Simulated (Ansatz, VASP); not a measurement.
This is a calculation of HPbNO4 for Ansatz 0.2.0.

input.yaml

```yaml
crystal:
  lattice:
    - [4.1880342865, -0.0003918344, 0.0062301677]
    - [-2.0414476547, 5.1014395577, -0.0480682904]
    - [-2.0804155901, -1.8276529865, 4.8145775616]
  atoms:
    - { symbol: H, position: [0.99073, 0.0333, 0.90994] }
    - { symbol: Pb, position: [0.50274, 0.81989, 0.14287] }
    - { symbol: "N", position: [0.00838, 0.47408, 0.50265] }
    - { symbol: O, position: [0.99816, 0.92741, 0.02877] }
    - { symbol: O, position: [0.19467, 0.73435, 0.60852] }
    - { symbol: O, position: [0.81673, 0.35882, 0.24556] }
    - { symbol: O, position: [0.01381, 0.33121, 0.65217] }
kpoints:
  mp_grid: { grid: [6, 4, 4] }
scf:
  occupations: { method: fermi_dirac, width: 0.05 }
hamiltonian:
  xc: pbe
  pseudopotentials: { kind: all_electron, lapw: { basis_error: 0.003 } }
output:
  forces: true
  stress: true
  eigenvalues: true
```

Potentials or basis: all-electron LAPW, scalar-relativistic.

Command:

```bash
$ ansatz run input.yaml --threads 8 --pin off --max-ram 24576MiB --backend cpu --events-out ev --progress --plain --runs-dir out
```

Translate it to VASP 6.6.1. Potentials there: VASP PAW PBE potentials, release 64 (H, Pb_d, N, O).

As run (the cutoff follows the program's own potentials):

INCAR

```
SYSTEM = HPbNO4
  PREC = Accurate
  ENCUT = 520
  EDIFF = 1E-6
  ISMEAR = -1
  SIGMA = 0.05
  LREAL = .False.
  LASPH = .True.
  NELM = 60
  ALGO = Normal
  ISIF = 2
  LWAVE = .False.
  LCHARG = .True.
  GGA = PE
  LELF = .True.
  LVHAR = .True.
  NBANDS = 31
```

KPOINTS

```
Automatic mesh
0
Gamma
  6 4 4
  0 0 0
```

POSCAR

```
HPbNO4
1.0
    4.1880342865     -0.0003918344      0.0062301677
   -2.0414476547      5.1014395577     -0.0480682904
   -2.0804155901     -1.8276529865      4.8145775616
H Pb N O
1 1 1 4
Direct
    0.9907300000      0.0333000000      0.9099400000
    0.5027400000      0.8198900000      0.1428700000
    0.0083800000      0.4740800000      0.5026500000
    0.9981600000      0.9274100000      0.0287700000
    0.1946700000      0.7343500000      0.6085200000
    0.8167300000      0.3588200000      0.2455600000
    0.0138100000      0.3312100000      0.6521700000
```

Potentials or basis: VASP PAW PBE potentials, release 64 (H, Pb_d, N, O).

Command:

```bash
$ cat potpaw_PBE.64/H/POTCAR potpaw_PBE.64/Pb_d/POTCAR potpaw_PBE.64/N/POTCAR potpaw_PBE.64/O/POTCAR > POTCAR
$ mpirun -np 1 vasp_std > vasp.out
```

Both were run:

|  | VASP | Ansatz | Ansatz less VASP |
| --- | --- | --- | --- |
| gap on the k mesh at the Fermi level (eV) | 2.93 | 2.97 | +0.037 |
| least direct gap on the mesh (eV) | 3.27 | 3.31 | +0.040 |
| pressure (GPa) | 6.8 | 5.9 | -0.90 |
| traceless stress, the component that is largest in VASP (GPa) | -4.00 | -2.92 | +1.088 |
| rms of the force components (eV/Å) | 0.900 | 0.697 | -0.2029 |

Atom by atom the forces differ by 0.206 eV/Å (rms over components). Ansatz ran all-electron here, and VASP with PAW potentials.

Spin-orbit coupling is off throughout. Noted on VASP's run: the standard files for N, O and F lose accuracy on very short bonds.
